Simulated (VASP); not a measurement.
# Nd2Y2Cl (P-3m1) in VASP: notebook

The runs below take Nd2Y2Cl through single point, with PBE.

All numbers are computed with VASP 6.6.1; they aren't measurements. Logs are shortened: lines on timing, memory, paths and dates and some standing lists are left out, and cuts for length are marked.

## Step 1: The cell of the first run

It takes space group P-3m1 (No. 164, trigonal). Conventional cell: a = 3.582 Å, b = 3.582 Å, c = 12.746 Å, α = 90.00°, β = 90.00°, γ = 120.00°. Within 4.0 Å of Nd (site symmetry 3m) lie 3 Cl at 3.02 Å and 3 Y at 3.47 Å and 6 Nd at 3.58 Å. Within 4.5 Å of Y (site symmetry 3m) lie 9 Y at 3.45 to 3.58 Å and 3 Nd at 3.47 Å. Cl (site symmetry -3m) has 6 Nd at 3.02 Å and 6 Cl at 3.58 Å within 4.0 Å.

## Step 2: Single point, PBE (28.33 Å³/atom)

Contents of INCAR:

```
PREC     = Accurate       # precision mode
ENCUT    = 500            # plane-wave cutoff, eV
EDIFF    = 1E-6           # SCF threshold, eV
ISMEAR   = 0              # smearing method
SIGMA    = 0.1            # smearing width, eV
LREAL    = F              # projectors in reciprocal space
LASPH    = T              # aspherical terms in the spheres
NELM     = 200            # most SCF steps
ALGO     = Normal         # electronic algorithm
ISIF     = 2              # what is computed and relaxed
LWAVE    = F              # write WAVECAR
LCHARG   = F              # write CHGCAR
GGA      = PE             # functional
NBANDS   = 34             # bands
GGA_COMPAT= F            
LMAXMIX  = 6              # l up to which the mixer works
```

Contents of KPOINTS:

```
regular mesh
0
Gamma
  12 12 4
```

Contents of POSCAR:

```
Nd2Y2Cl
1.0
    3.5821910511      0.0000000000      0.0000000000
   -1.7910955256      3.1022684514      0.0000000000
    0.0000000000      0.0000000000     12.7460678716
Nd Y Cl
2 2 1
Direct
    0.3333333333      0.6666666667      0.8269513706
    0.6666666667      0.3333333333      0.1730486294
    0.3333333333      0.6666666667      0.3919089460
    0.6666666667      0.3333333333      0.6080910540
    0.0000000000      0.0000000000      0.0000000000
```

Potentials or basis: VASP PAW PBE potentials, release 64 (Nd_3, Y_sv, Cl), 4f in core.

On the command line:

```sh
$ cat potpaw_PBE.64/Nd_3/POTCAR potpaw_PBE.64/Y_sv/POTCAR potpaw_PBE.64/Cl/POTCAR > POTCAR
$ mpirun -np 1 vasp_std > vasp.out
```

OUTCAR:

```text
PREC = Accurate
   ENCUT = 500
   EDIFF = 1E-6
   ISMEAR = 0
   LREAL = F
   LASPH = T
   NELM = 200
   ISIF = 2
   GGA = PE

 ion  position               nearest neighbor table
   1  0.333  0.667  0.827-   5 3.02   5 3.02   5 3.02   4 3.47   4 3.47   4 3.47
   2  0.667  0.333  0.173-   5 3.02   5 3.02   5 3.02   3 3.47   3 3.47   3 3.47
   3  0.333  0.667  0.392-   4 3.45   4 3.45   4 3.45   2 3.47   2 3.47   2 3.47
   4  0.667  0.333  0.608-   3 3.45   3 3.45   3 3.45   1 3.47   1 3.47   1 3.47
   5  0.000  0.000  0.000-   1 3.02   2 3.02   1 3.02   2 3.02   2 3.02   1 3.02

  LATTYP: Found a hexagonal cell.
 ALAT       =     3.5821910511
 C/A-ratio  =     3.5581764595

  Lattice vectors:

 A1 = (   3.5821910511,   0.0000000000,   0.0000000000)
 A2 = (  -1.7910955256,   3.1022684514,   0.0000000000)
 A3 = (   0.0000000000,   0.0000000000,  12.7460678716)

Analysis of symmetry for initial positions (statically):
=====================================================================
 Subroutine PRICEL returns:
 Original cell was already a primitive cell.

 Routine SETGRP: Setting up the symmetry group for a
 hexagonal supercell.

 Subroutine GETGRP returns: Found 12 space group operations
 (whereof 12 operations were pure point group operations)
 out of a pool of 24 trial point group operations.

The static configuration has the point symmetry D_3d.

Analysis of symmetry for dynamics (positions and initial velocities):
=====================================================================
 Subroutine PRICEL returns:
 Original cell was already a primitive cell.

 Routine SETGRP: Setting up the symmetry group for a
 hexagonal supercell.

 Subroutine GETGRP returns: Found 12 space group operations
 (whereof 12 operations were pure point group operations)
 out of a pool of 24 trial point group operations.

The dynamic configuration has the point symmetry D_3d.

 Subroutine INISYM returns: Found 12 space group operations
 (whereof 12 operations are pure point group operations),
 and found     1 'primitive' translations

----------------------------------------------------------------------------------------

                                     Primitive cell

  volume of cell :     141.6460

  direct lattice vectors                    reciprocal lattice vectors
     3.582191051  0.000000000  0.000000000     0.279158757  0.161172383  0.000000000
    -1.791095526  3.102268451  0.000000000     0.000000000  0.322344767  0.000000000
     0.000000000  0.000000000 12.746067872     0.000000000  0.000000000  0.078455568

  length of vectors
     3.582191051  3.582191051 12.746067872     0.322344767  0.322344767  0.078455568

  position of ions in fractional coordinates (direct lattice)
     0.333333333  0.666666667  0.826951371
     0.666666667  0.333333333  0.173048629
     0.333333333  0.666666667  0.391908946
     0.666666667  0.333333333  0.608091054
     0.000000000  0.000000000  0.000000000

  ion indices of the primitive-cell ions
   primitive index   ion index
                 1           1
                 2           2
                 3           3
                 4           4
                 5           5

----------------------------------------------------------------------------------------

 KPOINTS: regular mesh

Automatic generation of k-mesh.
 Grid dimensions read from file:
 generate k-points for:   12   12    4

 Generating k-lattice:

  Cartesian coordinates                     Fractional coordinates (reciprocal lattice)
     0.023263230  0.013431032  0.000000000     0.083333333  0.000000000  0.000000000
     0.000000000  0.026862064  0.000000000     0.000000000  0.083333333  0.000000000
     0.000000000  0.000000000  0.019613892     0.000000000  0.000000000  0.250000000

  Length of vectors
     0.026862064  0.026862064  0.019613892

  Shift w.r.t. Gamma in fractional coordinates (k-lattice)
     0.000000000  0.000000000  0.000000000

 Subroutine IBZKPT returns following result:
 ===========================================

 Found     69 irreducible k-points:

 Following reciprocal coordinates:
            Coordinates               Weight
  0.000000  0.000000  0.000000      1.000000
  0.083333  0.000000  0.000000      6.000000
  0.166667  0.000000  0.000000      6.000000
  0.250000  0.000000  0.000000      6.000000
  0.333333  0.000000  0.000000      6.000000
  0.416667 -0.000000  0.000000      6.000000
[... 16 lines left out ...]
  0.166667  0.000000  0.250000      6.000000
  0.000000  0.166667  0.250000      6.000000
 [... further k-points ...]
   k-points           NKPTS =     69   k-points in BZ     NKDIM =     69   number of bands    NBANDS=     34
   number of dos      NEDOS =    301   number of ions     NIONS =      5
   total plane-waves  NPLWV =  75264
   dimension x,y,z NGX =    28 NGY =   28 NGZ =   96
   dimension x,y,z NGXF=    56 NGYF=   56 NGZF=  192
   ions per type =               2   2   1
[... 47 lines left out ...]
 maximum number of plane-waves:      3658
 NGX is ok and might be reduce to    28
   NGX = 13   NGY = 13   NGZ = 47

 number of electron      50.9999999 magnetization

 Free energy of the ion-electron system (eV)
  ---------------------------------------------------
  ext. energy  EPLUGINS =         0.00000000
  ---------------------------------------------------
  free energy    TOTEN  =       -26.65857618 eV

  energy without entropy =      -26.61022854  energy(sigma->0) =      -26.63440236

 E-fermi :   4.3800     XC(G=0):  -9.9313

 val. band max:        4.3798042054   @ k =  -0.1667   0.4167   0.2500
 cond. band min:       4.3836844674   @ k =   0.1667   0.0833   0.0000
 fundamental gap:      0.0038802619
 Fermi energy:         4.3799715443

 k-point     1 :       0.0000    0.0000    0.0000
  band No.  band energies     occupation
      1     -38.0806      2.00000
      2     -38.0270      2.00000
      3     -33.7582      2.00000
      4     -33.7555      2.00000
      5     -18.3258      2.00000
      6     -17.9394      2.00000
[... 26 lines left out ...]
     33       6.1605      0.00000
     34       6.4308      0.00000

 k-point     2 :       0.0833    0.0000    0.0000
  band No.  band energies     occupation
      1     -38.0768      2.00000
      2     -38.0248      2.00000
      3     -33.7508      2.00000
      4     -33.7482      2.00000
      5     -18.3166      2.00000
      6     -17.9579      2.00000
[... 26 lines left out ...]
     33       6.3140      0.00000
     34       6.4010      0.00000

 k-point     3 :       0.1667    0.0000    0.0000
  band No.  band energies     occupation
      1     -38.0664      2.00000
      2     -38.0191      2.00000
      3     -33.7306      2.00000
      4     -33.7282      2.00000
      5     -18.2922      2.00000
      6     -18.0252      2.00000
[... 26 lines left out ...]
     33       6.4365      0.00000
     34       6.5568      0.00000

 k-point     4 :       0.2500    0.0000    0.0000
  band No.  band energies     occupation
      1     -38.0516      2.00000
      2     -38.0117      2.00000
      3     -33.7026      2.00000
      4     -33.7008      2.00000
      5     -18.2654      2.00000
      6     -18.1291      2.00000
[... 26 lines left out ...]
     33       6.6379      0.00000
     34       6.7198      0.00000

 k-point     5 :       0.3333    0.0000    0.0000
  band No.  band energies     occupation
      1     -38.0360      2.00000
      2     -38.0051      2.00000
      3     -33.6745      2.00000
      4     -33.6731      2.00000
      5     -18.2681      2.00000
      6     -18.2315      2.00000
[... 621 lines left out ...]
 k-point    22 :       0.0000    0.0833    0.2500
  band No.  band energies     occupation
      1     -38.0768      2.00000
      2     -38.0248      2.00000
      3     -33.7508      2.00000
      4     -33.7482      2.00000
      5     -18.3163      2.00000
      6     -17.9584      2.00000
[... 26 lines left out ...]
     33       6.2689      0.00000
     34       6.3762      0.00000

 k-point    23 :       0.1667    0.0000    0.2500
  band No.  band energies     occupation
      1     -38.0664      2.00000
      2     -38.0191      2.00000
      3     -33.7305      2.00000
      4     -33.7282      2.00000
      5     -18.2921      2.00000
      6     -18.0254      2.00000
[... 26 lines left out ...]
     33       6.4486      0.00000
     34       6.4628      0.00000

 k-point    24 :       0.0000    0.1667    0.2500
  band No.  band energies     occupation
      1     -38.0664      2.00000
      2     -38.0191      2.00000
      3     -33.7305      2.00000
      4     -33.7282      2.00000
      5     -18.2921      2.00000
      6     -18.0255      2.00000
[... 26 lines left out ...]
     33       6.3295      0.00000
     34       6.5863      0.00000

 [... further k-points ...]

------------------------ aborting loop because EDIFF is reached ----------------------------------------

  FORCE on cell =-STRESS in cart. coord.  units (eV):
  Direction    XX          YY          ZZ          XY          YZ          ZX
  --------------------------------------------------------------------------------------
  -------------------------------------------------------------------------------------
  Total        3.8497421      3.8497421      3.8850299     -0.0000000     -0.0000000      0.0000000
  in kB       43.5449570     43.5449570     43.9441024     -0.0000000     -0.0000000      0.0000000
  external PRESSURE =      43.6780055 kB  Pullay stress =       0.0000000 kB

 VOLUME and BASIS-vectors are now :
 -----------------------------------------------------------------------------
  energy-cutoff  :      500.00
  volume of cell :      141.65
      direct lattice vectors                 reciprocal lattice vectors
     3.582191051  0.000000000  0.000000000     0.279158757  0.161172383  0.000000000
    -1.791095526  3.102268451  0.000000000     0.000000000  0.322344767  0.000000000
     0.000000000  0.000000000 12.746067872     0.000000000  0.000000000  0.078455568

 POSITION                                       TOTAL-FORCE (eV/Angst)
 -----------------------------------------------------------------------------------
     -0.00000      2.06818     10.54038         0.000000     -0.000000      0.010622
      1.79110      1.03409      2.20569        -0.000000      0.000000     -0.010622
     -0.00000      2.06818      4.99530        -0.000000      0.000000      0.022090
      1.79110      1.03409      7.75077        -0.000000     -0.000000     -0.022090
      0.00000      0.00000      0.00000         0.000000      0.000000      0.000000
 -----------------------------------------------------------------------------------
    total drift:                                0.000000      0.000000      0.000000

  FREE ENERGIE OF THE ION-ELECTRON SYSTEM (eV)
  ---------------------------------------------------
  free  energy   TOTEN  =       -26.6585761819 eV

  energy  without entropy=      -26.6102285367  energy(sigma->0) =      -26.63440236
```

Run time: 13 min. Hardware: 1 thread of AMD EPYC, shared host; peak memory 0.45 GiB.

Results:

```yaml
Free_energy: -26.6586 eV
Pressure: 4.4 GPa
Largest_force: 0.022 eV/Å
Band_gap_on_the_k_mesh: zero (an odd number of electrons rules out a gap without spin polarisation)
```

Forces in eV/Å, atoms in the order of the input:
```
Nd   0.000  0.000  0.011
Nd   0.000  0.000 -0.011
Y    0.000  0.000  0.022
Y    0.000  0.000 -0.022
Cl   0.000  0.000  0.000
```

Caveat: the cell stands under pressure; spin-orbit coupling is left out, which moves the levels of the heavy elements; the 4f electrons are frozen in the core, so they carry no moment and show no levels; an odd number of electrons without spin polarisation forces a metal; a magnetic or distorted state may lie lower; the run has no spin polarisation, though such a crystal can be magnetic. Spin polarisation is off, so any magnetic state and its effect on volume and gap are missing.

## Step 3: Single point, PBE (29.26 Å³/atom)

This run uses another cell than the first one, of 29.26 Å³/atom.

Contents of INCAR:

```
SYSTEM = Nd2Y2Cl
ALGO = Normal
EDIFF = 1E-6
ENCUT = 500
GGA = PE
GGA_COMPAT = .False.
ISIF = 2
ISMEAR = 0
LASPH = .True.
LCHARG = .True.
LELF = .True.
LMAXMIX = 6
LREAL = .False.
LVHAR = .True.
LWAVE = .False.
NBANDS = 34
NELM = 200
PREC = Accurate
SIGMA = 0.1
```

Contents of KPOINTS:

```
k-points
0
Gamma
  12 12 4
  0 0 0
```

Contents of POSCAR:

```
Nd2Y2Cl
1.0
    3.6263582833      0.0000000000      0.0000000000
   -1.8131791416      3.1405183965      0.0000000000
    0.0000000000      0.0000000000     12.8475038683
Nd Y Cl
2 2 1
Direct
    0.3333333333      0.6666666667      0.8271519145
    0.6666666667      0.3333333333      0.1728480855
    0.3333333333      0.6666666667      0.3914592249
    0.6666666667      0.3333333333      0.6085407751
    0.0000000000      0.0000000000      0.0000000000
```

Potentials or basis: VASP PAW PBE potentials, release 64 (Nd_3, Y_sv, Cl), 4f in core.

On the command line:

```sh
$ cat potpaw_PBE.64/Nd_3/POTCAR potpaw_PBE.64/Y_sv/POTCAR potpaw_PBE.64/Cl/POTCAR > POTCAR
$ mpirun -np 1 vasp_std > vasp.out
```

Wall time 12 min (1 thread of AMD EPYC, shared host); peak memory 0.45 GiB.

The run converged. Its results:

| Property | Result |
| --- | --- |
| Free energy | -26.7621 eV |
| Pressure | 2.7 GPa |
| Largest force | 0.021 eV/Å |
| Band gap on the k mesh | zero (an odd number of electrons rules out a gap without spin polarisation) |

Forces in eV/Å, atoms in the order of the input:
```
Nd   0.000  0.000  0.011
Nd   0.000  0.000 -0.011
Y    0.000  0.000  0.021
Y    0.000  0.000 -0.021
Cl   0.000  0.000  0.000
```

Levels at points of the mesh, in eV from the Fermi level:
| k point | band 23 | band 24 | band 25 | band 26 | band 27 | band 28 |
| --- | --- | --- | --- | --- | --- | --- |
| (0.00, 0.00, 0.00) | -2.25 | -1.51 | 0.52 | 1.11 | 1.15 | 1.15 |
| (0.50, 0.00, 0.00) | -1.45 | -1.01 | -0.66 | -0.16 | -0.03 | 0.74 |
| (0.00, 0.00, 0.50) | -2.02 | -1.49 | 0.72 | 0.87 | 1.22 | 1.22 |
| (0.50, 0.00, 0.50) | -1.41 | -1.28 | -0.35 | -0.22 | 0.00 | 0.69 |

Caveat: spin-orbit coupling is left out, which moves the levels of the heavy elements; the 4f electrons are frozen in the core, so they carry no moment and show no levels; an odd number of electrons without spin polarisation forces a metal; a magnetic or distorted state may lie lower; the run has no spin polarisation, though such a crystal can be magnetic. Spin polarisation is off, so any magnetic state and its effect on volume and gap are missing.

## Step 4: Single point, PBE (30.20 Å³/atom)

This run uses another cell than the first one, of 30.20 Å³/atom.

INCAR: that of step 3 with these lines changed.

```diff
@@ -9,7 +9,5 @@
 LASPH = .True.
-LCHARG = .True.
-LELF = .True.
+LCHARG = .False.
 LMAXMIX = 6
 LREAL = .False.
-LVHAR = .True.
 LWAVE = .False.
```

KPOINTS is that of step 3.

Contents of POSCAR:

```
Nd2Y2Cl
1.0
    3.6691563345      0.0000000000      0.0000000000
   -1.8345781673      3.1775825961      0.0000000000
    0.0000000000      0.0000000000     12.9500553600
Nd Y Cl
2 2 1
Direct
    0.3333333333      0.6666666667      0.8272901711
    0.6666666667      0.3333333333      0.1727098289
    0.3333333333      0.6666666667      0.3910409849
    0.6666666667      0.3333333333      0.6089590151
    0.0000000000      0.0000000000      0.0000000000
```

On the command line:

```sh
$ cat potpaw_PBE.64/Nd_3/POTCAR potpaw_PBE.64/Y_sv/POTCAR potpaw_PBE.64/Cl/POTCAR > POTCAR
$ mpirun -np 1 vasp_std > vasp.out
```

Wall time 11 min (1 thread of AMD EPYC, shared host); peak memory 0.46 GiB.

Results (log left out):

```
Free energy            : -26.8210 eV
Pressure               : 1.3 GPa
Largest force          : 0.020 eV/Å
Band gap on the k mesh : zero (an odd number of electrons rules out a gap without spin polarisation)
```

Forces in eV/Å, atoms in the order of the input:
```
Nd   0.000  0.000  0.009
Nd   0.000  0.000 -0.009
Y    0.000  0.000  0.020
Y    0.000  0.000 -0.020
Cl   0.000  0.000  0.000
```

Levels at points of the mesh, in eV from the Fermi level:
```
           k point  band 24  band 25  band 26  band 27  band 28  band 29
(0.00, 0.00, 0.00)    -1.48     0.48     1.13     1.13     1.13     1.55
(0.50, 0.00, 0.00)    -0.99    -0.62    -0.14    -0.04     0.70     1.33
(0.00, 0.00, 0.50)    -1.48     0.73     0.81     1.20     1.20     1.45
(0.50, 0.00, 0.50)    -1.22    -0.33    -0.23     0.00     0.69     1.22
```

Caveat: spin-orbit coupling is left out, which moves the levels of the heavy elements; the 4f electrons are frozen in the core, so they carry no moment and show no levels; an odd number of electrons without spin polarisation forces a metal; a magnetic or distorted state may lie lower; the run has no spin polarisation, though such a crystal can be magnetic. Spin polarisation is off, so any magnetic state and its effect on volume and gap are missing.

## Step 5: Summary

```csv
cell,gap on the mesh (eV),pressure (GPa),largest force (eV/Å)
"a = 3.582, b = 3.582, c = 12.746 Å, angles 90.0, 90.0, 120.0°, 5 atoms, atomic positions A",none,4.4,0.02
"a = 3.626, b = 3.626, c = 12.848 Å, angles 90.0, 90.0, 120.0°, 5 atoms, atomic positions B",none,2.7,0.02
"a = 3.669, b = 3.669, c = 12.950 Å, angles 90.0, 90.0, 120.0°, 5 atoms, atomic positions C",none,1.3,0.02
```

Alike in all rows: task single point; level PBE; potentials or basis VASP PAW PBE potentials, release 64 (Nd_3, Y_sv, Cl), 4f in core; no spin polarisation; k mesh 12 × 12 × 4; cutoff (eV) 500; smearing gaussian 0.1 eV.

Caveats: spin-orbit coupling is left out, which moves the levels of the heavy elements; the 4f electrons are frozen in the core, so they carry no moment and show no levels; an odd number of electrons without spin polarisation forces a metal; a magnetic or distorted state may lie lower; the run has no spin polarisation, though such a crystal can be magnetic; the cell stands under pressure (at least some runs).

Total energies depend on the potentials used, so only differences within one code and one set of settings carry meaning.
